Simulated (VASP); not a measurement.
Al:

```
CELL_PARAMETERS angstrom
2.86351 0.00000 0.00000
1.43175 2.47987 0.00000
1.43175 0.82662 2.33804
ATOMIC_POSITIONS crystal
Al 0.00000 0.00000 0.00000
```

```yaml
Program: VASP 6.6.1
Task: relaxation of cell and atoms
Functional: PBEsol
Potentials_or_basis: VASP PAW PBE potentials, release 64 (Al)
Cutoff: 600 eV
k_mesh: 17 × 17 × 17
Occupations: methfessel-paxton, width 0.05 eV
Spin: no spin polarisation
```

At the start: pressure -2.0 GPa; volume 16.60 Å³/atom.

How do energy, volume and symmetry change on relaxing?

Over 3 steps the energy falls by 2.7 meV/atom and the volume is 16.18 Å³/atom (-2.5 %); space group Fm-3m (No. 225, to 0.05 Å).

Step by step:
```
step  energy change (eV)  largest force (eV/Å)  pressure (GPa)  volume (Å³)
   1              0.0000                0.0000           -1.96        16.60
   2             -0.0026                0.0000            0.31        16.12
   3             -0.0027                0.0000            0.00        16.18
```

Final structure:
```
CELL_PARAMETERS angstrom
2.83897 0.00000 0.00000
1.41949 2.45862 0.00000
1.41949 0.81954 2.31801
ATOMIC_POSITIONS crystal
Al 0.00000 0.00000 0.00000
```

Caveat: the PAW data sets were made with another functional, which shifts forces and pressure a little.
